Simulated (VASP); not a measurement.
Zr3CdC: single point with PBE

Zr3CdC:

```
Zr Cd C
1.0
     4.57210    0.00000    0.00000
     0.00000    4.57210    0.00000
     0.00000    0.00000    4.57210
Zr Cd C
3 1 1
Direct
  0.00000 0.50000 0.50000
  0.50000 0.00000 0.50000
  0.50000 0.50000 0.00000
  0.00000 0.00000 0.00000
  0.50000 0.50000 0.50000
```

The cell was generated, and may not be a known phase.

```yaml
Program: VASP 6.6.1
Task: single point
Functional: PBE
Potentials_or_basis: VASP PAW PBE potentials, release 64 (Zr_sv, Cd, C)
Cutoff: 520 eV
k_mesh: 8 × 8 × 8
Occupations: gaussian, width 0.1 eV
Spin: no spin polarisation
Dipole_correction: no
Further_INCAR_settings: ALGO = Normal; EDIFF = 1e-07; NBANDS = 34
```

- Pressure: 0.2 GPa
- Band gap on the k mesh: zero (bands 26 and 27 overlap by 1.77 eV)

Levels at points of the mesh, in eV from the Fermi level:
```tsv
k point	band 24	band 25	band 26	band 27	band 28	band 29
(0.00, 0.00, 0.00)	-1.17	-1.06	-1.06	-1.06	2.43	2.43
(0.50, 0.00, 0.00)	-1.12	-1.03	-1.03	0.21	1.02	1.69
(0.50, 0.50, 0.00)	-1.72	-1.18	0.67	0.67	0.69	0.69
(0.50, 0.50, 0.50)	-0.15	-0.15	0.71	0.71	0.71	0.77
```

Run time: 73 s on 1 thread of Intel(R) Xeon(R) 6975P-C (Granite Rapids), with other jobs on the host, peak memory 0.26 GiB.
